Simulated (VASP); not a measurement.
**SiW8C8: single point with PBEsol**

SiW8C8, a slab with vacuum:

```xyz
17
Lattice="5.7982 0.0000 0.0000 -2.8991 5.0214 0.0000 0.0000 0.0000 15.2510" Properties=species:S:1:pos:R:3 pbc="T T T"
W     0.0000    0.0000    1.0000
W    -0.0122   -0.0073    3.8780
W    -1.4495    2.5107    1.0000
W    -1.4495    2.5103    3.7023
W     2.8991    0.0000    1.0000
W     2.9113   -0.0073    3.8780
W     1.4495    2.5107    1.0000
W     1.4495    2.5247    3.8780
C     1.4496    0.8375    2.3285
C     1.4496    0.8359    4.9739
C     0.0163    3.3573    2.3001
C    -0.0904    3.2946    5.0693
C     4.3487    0.8181    2.3001
C     4.3487    0.9402    5.0694
C     2.8828    3.3573    2.3001
C     2.9895    3.2946    5.0693
Si   -1.4494    2.5099    6.1505
```

| Property | Result |
| --- | --- |
| Program | VASP 6.6.1 |
| Task | single point |
| Functional | PBEsol |
| Potentials or basis | VASP PAW PBE potentials, release 64 (W_sv, C_h, Si) |
| Cutoff | 1000 eV |
| k mesh | 2 × 2 × 1 |
| Occupations | fermi-dirac, width 0.1 eV |
| Spin | no spin polarisation |

```
Largest force          : 1.196 eV/Å
Band gap on the k mesh : zero (bands 74 and 75 overlap by 0.42 eV)
```

Forces on the atoms (eV/Å):
```
W    0.184  0.108  0.324
W   -0.012 -0.010  0.004
W    0.000  0.002 -1.196
W   -0.001 -0.002  0.008
W   -0.184  0.108  0.324
W    0.012 -0.010  0.004
W    0.000 -0.209  0.323
W    0.001  0.006  0.004
C    0.000 -0.007 -0.008
C    0.000  0.007  0.030
C    0.003 -0.002  0.010
C    0.060  0.038  0.061
C    0.000 -0.005  0.007
C    0.000 -0.056  0.062
C   -0.003 -0.002  0.010
C   -0.058  0.037  0.062
Si  -0.002  0.000 -0.031
```

Levels at points of the mesh, in eV from the Fermi level:
| k point | band 72 | band 73 | band 74 | band 75 | band 76 | band 77 | band 78 | band 79 |
| --- | --- | --- | --- | --- | --- | --- | --- | --- |
| (0.00, 0.00, 0.00) | 0.17 | 0.18 | 0.18 | 0.35 | 0.35 | 1.33 | 1.40 | 2.10 |
| (0.50, 0.00, 0.00) | -0.95 | -0.73 | -0.44 | -0.24 | 0.77 | 1.12 | 1.21 | 1.37 |
| (0.00, 0.50, 0.00) | -0.95 | -0.73 | -0.43 | -0.24 | 0.77 | 1.12 | 1.21 | 1.37 |
| (0.50, 0.50, 0.00) | -0.95 | -0.73 | -0.44 | -0.24 | 0.77 | 1.12 | 1.21 | 1.37 |

Wall time 27 min on 1 thread of AMD EPYC 7R43 64-Core Processor (Zen 3), with other jobs on the host, peak memory 1.2 GiB.

Caveat: the k points lie up to 0.63 Å⁻¹ apart; there is no dipole correction, which matters where the two faces differ; the PAW data sets were made with another functional, which shifts forces and pressure a little; spin-orbit coupling is left out, which moves the levels of the heavy elements.
